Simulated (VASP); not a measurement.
**BeS: single point with PBE**

The system is BeS.

```
CELL_PARAMETERS angstrom
3.33316 0.00000 0.00000
-1.66658 2.88660 0.00000
0.00000 0.00000 5.29888
ATOMIC_POSITIONS crystal
Be 0.00000 0.00000 0.00000
Be 0.00000 0.00000 0.50000
S 0.33333 0.66667 0.25000
S 0.66667 0.33333 0.75000
```

This cell differs from its parent crystal: volume changed by +3%.

| Property | Result |
| --- | --- |
| Program | VASP 6.6.1 |
| Task | single point |
| Functional | PBE |
| Potentials or basis | VASP PAW PBE potentials, release 64 (Be, S) |
| Cutoff | 520 eV |
| k mesh | 9 × 9 × 4 |
| Occupations | gaussian, width 0.01 eV |
| Spin | no spin polarisation |

```yaml
Pressure: -3.1 GPa
Band_gap_on_the_k_mesh: 1.47 eV, indirect (least direct gap 3.37 eV)
```

Levels at points of the mesh, in eV from the valence-band top:
| k point | band 6 | band 7 | band 8 | band 9 | band 10 | band 11 |
| --- | --- | --- | --- | --- | --- | --- |
| (0.00, 0.00, 0.00) | -0.75 | -0.75 | 0.00 | 3.37 | 4.47 | 5.74 |
| (0.00, 0.00, 0.50) | -0.68 | -0.68 | -0.68 | 4.19 | 4.19 | 5.20 |

Wall time 14 s on 1 thread of Intel(R) Xeon(R) Platinum 8559C (Emerald Rapids), on a shared host, peak memory 0.18 GiB.

 A k mesh can miss the band edges.
